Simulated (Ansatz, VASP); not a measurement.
## Two plane-wave programs on BaS

POSCAR

```
BaS
1.0
    0.0000000000      3.2117958731      3.2117958731
    3.0833240382      0.0000000000      3.2117958731
    3.0833240382      3.2117958731      0.0000000000
Ba S
1 1
Direct
    0.0000000000      0.0000000000      0.0000000000
    0.5000000000      0.5000000000      0.5000000000
```

File INCAR.step1:

```
SYSTEM = BaS
ALGO = Normal ; EDIFF = 1E-4
ENCUT = 520 ; GGA = PE
ISMEAR = 0 ; LASPH = .TRUE.
LCHARG = .FALSE. ; LREAL = .FALSE.
LWAVE = .TRUE. ; NBANDS = 15
NELM = 60 ; PREC = Accurate
SIGMA = 0.01
```

INCAR.step2

```
SYSTEM = BaS
ALGO = Normal ; EDIFF = 1E-6
ENCUT = 520 ; ISIF = 2
ISMEAR = 0 ; ISTART = 1
LASPH = .TRUE. ; LCHARG = .FALSE.
LMIXTAU = .TRUE. ; LREAL = .FALSE.
LWAVE = .FALSE. ; METAGGA = R2SCAN
NBANDS = 15 ; NELM = 60
PREC = Accurate ; SIGMA = 0.01
```

Contents of KPOINTS:

```
k-points
0
G
  8 8 8
  0 0 0
```

Input for Ansatz:

```yaml
crystal:
  lattice:
    - [0.0, 3.2117958731, 3.2117958731]
    - [3.0833240382, 0.0, 3.2117958731]
    - [3.0833240382, 3.2117958731, 0.0]
  atoms:
    - { symbol: Ba, position: [0.0, 0.0, 0.0] }
    - { symbol: S, position: [0.5, 0.5, 0.5] }
kpoints:
  mp_grid: { grid: [8, 8, 8] }
  band_path:
    path:
      - [0.0, 0.0, 0.0]
      - [0.5, 0.0, 0.5]
      - [0.625, 0.25, 0.625]
      - [0.375, 0.375, 0.75]
      - [0.5, 0.5, 0.5]
      - [0.5, 0.25, 0.75]
      - [0.0, 0.5, 0.5]
    npoints: 1
hamiltonian:
  xc: r2scan
scf:
  occupations: { method: fixed }
  n_extra_bands: 4
output:
  forces: true
  stress: true
  eigenvalues: true
```

Change from the starting cell: uniaxial_x strain -4.0%.

Alike in both runs: task single point; functional r2SCAN; k mesh 8 × 8 × 8; no spin polarisation.

```csv
,VASP,Ansatz
version,VASP 6.6.1,Ansatz 0.2.0
potentials or method,"VASP PAW PBE potentials, release 64 (Ba_sv, S)","plane waves, PAW"
plane-wave cutoff (eV),520,500
occupations,"gaussian, width 0.01 eV",fixed
valence electrons in the cell,16,16
```

```csv
,VASP,Ansatz,Ansatz less VASP
gap on the k mesh at the Fermi level (eV),2.28,2.38,+0.105
pressure (GPa),2.9,2.2,-0.67
"traceless stress, the component that is largest in VASP (GPa)",3.16,2.91,-0.250
```

VASP's potentials were made for PBE, not for r2SCAN.

Neither program's run includes spin-orbit coupling.
